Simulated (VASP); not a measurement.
Write the native input for VASP 6.6.1 that does the following.

```
Task                   : single point
Functional             : PBE
Potentials or basis    : VASP PAW PBE potentials, release 64 (Li_sv)
Cutoff                 : 520 eV
k mesh                 : 4 × 4 × 4
Occupations            : gaussian, width 0.1 eV
Spin                   : no spin polarisation
Dipole correction      : no
Further INCAR settings : ALGO = Normal; EDIFF = 1e-06; NBANDS = 16
```

The structure of Li lies in POSCAR:

```
Li
1.0
    2.5978127587     -3.8774162872      0.0000000000
    2.5978127587      3.8774162872      0.0000000000
    0.0000000000      0.0000000000      5.8729801005
Li
5
Direct
    0.5000000000      0.0000000000      0.2500000000
    0.0000000000      0.5000000000      0.7500000000
    0.0000000000      0.5000000000      0.2500000000
    0.5000000000      0.0000000000      0.7500000000
    0.0000000000      0.0000000000      0.0000000000
```

One way to write it, as run:

INCAR

```
PREC = Accurate
ENCUT = 520
EDIFF = 1E-6
ISMEAR = 0
SIGMA = 0.1
LREAL = False
LASPH = True
NELM = 60
ALGO = Normal
ISIF = 2
LWAVE = False
LCHARG = False
GGA = PE
NBANDS = 16
```

KPOINTS

```
regular mesh
0
Gamma
  4 4 4
```

Potentials or basis: VASP PAW PBE potentials, release 64 (Li_sv).

Launch:

```console
$ cat potpaw_PBE.64/Li_sv/POTCAR > POTCAR
$ mpirun -np 1 vasp_std > vasp.out
```

It gave:

```yaml
Largest_force: 0.164 eV/Å
Band_gap_on_the_k_mesh: zero (an odd number of electrons rules out a gap without spin polarisation)
```

Caveat: the k points lie up to 0.36 Å⁻¹ apart, too coarse for converged energies and pressures of a metal.

Wall time 18 s on 1 thread of Intel(R) Xeon(R) Platinum 8488C (Sapphire Rapids), on a shared host, peak memory 0.22 GiB.
